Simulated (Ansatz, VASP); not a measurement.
Ga2P in VASP and in Ansatz

```
CELL_PARAMETERS angstrom
0.00000 3.12811 3.12811
3.12811 0.00000 3.12811
3.12811 3.12811 0.00000
ATOMIC_POSITIONS crystal
Ga 0.50000 0.50000 0.50000
Ga 0.25000 0.25000 0.25000
P 0.00000 0.00000 0.00000
```

Alike in both runs: functional PBE; k mesh 12 × 12 × 12; occupations gaussian, width 0.1 eV; no spin polarisation.

Ansatz relaxed the structure, and its values are those at the end. VASP's run is a single point on that final structure, the one shown.

|  | VASP | Ansatz |
| --- | --- | --- |
| version | VASP 6.6.1 | Ansatz 0.2.0 |
| potentials or method | VASP PAW PBE potentials, release 64 (Ga_d, P), cutoff 520 eV | scalar-relativistic, plane waves, PAW |
| valence electrons in the cell | 31 | 31 |

VASP gave:

- gap on the k mesh at the Fermi level (eV): none
- pressure (GPa): 0.1

**Question.** Estimate Ansatz's values.

**Answer.** gap on the k mesh at the Fermi level (eV): none; pressure (GPa): 0.0.

A gap of «none» marks a metal or a gap that the smearing closes. With one functional, cell and mesh, what is left measures potentials, basis and numerics.
